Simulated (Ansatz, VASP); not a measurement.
TeO in VASP and in Ansatz

```
Te O
1.0
     3.77829    0.00000    0.00000
    -1.88915    3.27210    0.00000
     0.00000    0.00000    5.87234
Te O
2 2
Direct
  0.00000 0.00000 0.00000
  0.00000 0.00000 0.50000
  0.33333 0.66667 0.25000
  0.66667 0.33333 0.75000
```

Change from the starting cell: species swapped into the NiAs type (P6_3/mmc, No. 194).

Alike in both runs: functional PBE; k mesh 15 × 15 × 8; occupations gaussian, width 0.1 eV; no spin polarisation.

Ansatz relaxed the structure, and its values are those at the end. VASP's run is a single point on that final structure, the one shown.

|  | VASP | Ansatz |
| --- | --- | --- |
| version | VASP 6.6.1 | Ansatz 0.2.0 |
| potentials or method | VASP PAW PBE potentials, release 64 (Te, O), cutoff 600 eV | scalar-relativistic, plane waves, PAW |
| valence electrons in the cell | 24 | 44 |

Ansatz gave:

| Quantity | Value |
| --- | --- |
| gap on the k mesh at the Fermi level (eV) | none |
| pressure (GPa) | 0.0 |

**Question.** Estimate VASP's values.

**Answer.** gap on the k mesh at the Fermi level (eV): none; pressure (GPa): -0.4.

A gap of «none» marks a metal or a gap that the smearing closes. VASP's potentials hold 24 valence electrons a cell and Ansatz's 44, so a difference there can come from the potentials and not from the codes.

Spin-orbit coupling is off throughout.
